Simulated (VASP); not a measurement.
Write the native input for VASP 6.6.1 that does the following.

| Property | Result |
| --- | --- |
| Task | relaxation of cell and atoms |
| Functional | PBE |
| Potentials or basis | VASP PAW PBE potentials, release 64 (Nd_3, Pb_d, I), 4f in core |
| Cutoff | 500 eV |
| k mesh | 8 × 8 × 8 |
| Occupations | gaussian, width 0.1 eV |
| Spin | no spin polarisation |
| Dipole correction | no |
| Further INCAR settings | ALGO = Normal; EDIFF = 1e-07; IBRION = 2; EDIFFG = -0.01; NSW = 100; ISIF = 3 |

The structure of NdPbI4 lies in POSCAR:

```
NdPbI4
1.0
    0.0000000000      4.7623876300      4.7623876300
    4.7623876300      0.0000000000      4.7623876300
    4.7623876300      4.7623876300      0.0000000000
Nd Pb I
1 1 4
Direct
    0.7500000000      0.7500000000      0.7500000000
    0.0000000000      0.0000000000      0.0000000000
    0.8715489800      0.3761503400      0.3761503400
    0.3761503400      0.3761503400      0.3761503400
    0.3761503400      0.8715489800      0.3761503400
    0.3761503400      0.3761503400      0.8715489800
```

The cell was generated, and may not be a known phase.

The input as run:

INCAR

```
SYSTEM = NdPbI4
ALGO = Normal
EDIFF = 1E-7
EDIFFG = -0.01
ENCUT = 500
GGA = PE
GGA_COMPAT = .FALSE.
IBRION = 2
ISIF = 3
ISMEAR = 0
LASPH = .TRUE.
LCHARG = .FALSE.
LMAXMIX = 6
LREAL = .FALSE.
LWAVE = .FALSE.
NELM = 200
NELMIN = 4
NSW = 100
PREC = Accurate
SIGMA = 0.1
```

KPOINTS

```
k-points
0
G
  8 8 8
  0 0 0
```

Potentials or basis: VASP PAW PBE potentials, release 64 (Nd_3, Pb_d, I), 4f in core.

Run with:

```console
$ cat potpaw_PBE.64/Nd_3/POTCAR potpaw_PBE.64/Pb_d/POTCAR potpaw_PBE.64/I/POTCAR > POTCAR
$ mpirun -np 1 vasp_std > vasp.out
```

It gave:

```json
{
 "Relaxed volume": "37.71 Å³/atom",
 "Relaxed cell": "a = 6.840 Å, b = 6.840 Å, c = 6.840 Å, α = 60.00°, β = 60.00°, γ = 60.00°",
 "Space group after relaxing (to 0.1 Å)": "F-43m (No. 216)",
 "Energy gained by relaxing": "7.5 meV/atom",
 "Ionic steps": "6",
 "Pressure after relaxing": "0.0 GPa",
 "Band gap on the k mesh": "zero (an odd number of electrons rules out a gap without spin polarisation)"
}
```

Caveat: spin-orbit coupling is left out, which moves the levels of the heavy elements; the 4f electrons are frozen in the core, so they carry no moment and show no levels; an odd number of electrons without spin polarisation forces a metal; a magnetic or distorted state may lie lower; the run has no spin polarisation, though such a crystal can be magnetic.

It took 12 min on 1 thread of Intel(R) Xeon(R) 6975P-C (Granite Rapids), with other jobs on the host, peak memory 0.5 GiB.
